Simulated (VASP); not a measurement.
Wanted: the native input for a VASP 6.6.1 run.

```
Task                   : single point
Functional             : PBE
Potentials or basis    : VASP PAW PBE potentials, release 64 (Ta_pv, Sc_sv, N)
Cutoff                 : 520 eV
k mesh                 : 10 × 10 × 3
Occupations            : fermi-dirac, width 0.05 eV
Spin                   : no spin polarisation
Dipole correction      : no
Further INCAR settings : ALGO = Normal; EDIFF = 1e-06; NBANDS = 36
```

The structure of ScTaN lies in POSCAR:

```
ScTaN
1.0
    3.0850655424      0.0000000000      0.0000000000
   -1.5425327712      2.6717451321      0.0000000000
    0.0000000000      0.0000000000     10.3401360000
Ta Sc N
2 2 2
Direct
    0.3333333333      0.6666666667      0.2456310000
    0.6666666667      0.3333333333      0.7543690000
    0.0000000000      0.0000000000      0.0000000000
    0.0000000000      0.0000000000      0.5000000000
    0.3333333333      0.6666666667      0.6298410000
    0.6666666667      0.3333333333      0.3701590000
```

The input as run:

INCAR

```
PREC = Accurate ; ENCUT = 520
EDIFF = 1E-6 ; ISMEAR = -1
SIGMA = 0.05 ; LREAL = F
LASPH = T ; NELM = 80
ALGO = Normal ; ISIF = 2
LWAVE = F ; LCHARG = F
GGA = PE ; NBANDS = 36
```

KPOINTS

```
Automatic mesh
0
Gamma
  10 10 3
```

Potentials or basis: VASP PAW PBE potentials, release 64 (Ta_pv, Sc_sv, N).

Command:

```console
$ cat potpaw_PBE.64/Ta_pv/POTCAR potpaw_PBE.64/Sc_sv/POTCAR potpaw_PBE.64/N/POTCAR > POTCAR
$ mpirun -np 1 vasp_std > vasp.out
```

It gave:

```
Pressure               : 0.0 GPa
Largest force          : 0.010 eV/Å
Band gap on the k mesh : zero (band 27 reaches 6.83 eV, above the bottom of band 28 at 6.06 eV)
```

Caveat: spin-orbit coupling is left out, which moves the levels of the heavy elements.

It took 2.3 min on 1 thread of AMD EPYC 7R13 Processor (Zen 3), with other jobs on the host, peak memory 0.23 GiB.
